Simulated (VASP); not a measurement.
Input of a VASP 6.6.1 run:

The input INCAR:

```
PREC     = Accurate       # precision mode
ENCUT    = 520            # plane-wave cutoff, eV
EDIFF    = 1E-7           # SCF threshold, eV
ISMEAR   = -1             # smearing method
SIGMA    = 0.03           # smearing width, eV
LREAL    = F              # projectors in reciprocal space
LASPH    = T              # aspherical terms in the spheres
NELM     = 60             # most SCF steps
ALGO     = Normal         # electronic algorithm
ISIF     = 2              # what is computed and relaxed
LWAVE    = F              # write WAVECAR
LCHARG   = F              # write CHGCAR
GGA      = PE             # functional
NBANDS   = 26             # bands
```

The input KPOINTS:

```
Automatic mesh
0
Gamma
  9 9 8
```

The input POSCAR:

```
AgCl
1.0
    1.8327171557     -5.4431635047      0.0000000000
    1.8327171557      5.4431635047      0.0000000000
    0.0000000000      0.0000000000      3.8439324781
Ag Cl
2 2
Direct
    0.3965554000      0.6034446000      0.7500000000
    0.6034446000      0.3965554000      0.2500000000
    0.8654487300      0.1345512700      0.2500000000
    0.1345512700      0.8654487300      0.7500000000
```

Potentials or basis: VASP PAW PBE potentials, release 64 (Ag, Cl).

The run is started by

```bash
$ cat potpaw_PBE.64/Ag/POTCAR potpaw_PBE.64/Cl/POTCAR > POTCAR
$ mpirun -np 1 vasp_std > vasp.out
```

What does it give for the largest force?

0.057 eV/Å.

Predict the band gap on the k mesh.

0.49 eV (least direct gap 2.10 eV).

What does it give for the pressure?

5.5 GPa.

Stress tensor (GPa, compression positive):
```
5.87 0.00 0.00
0.00 4.77 0.00
0.00 0.00 5.99
```

Caveat: the cell stands under pressure; semilocal functionals underestimate gaps, and a narrow one can read as zero. A k mesh can miss the band edges.
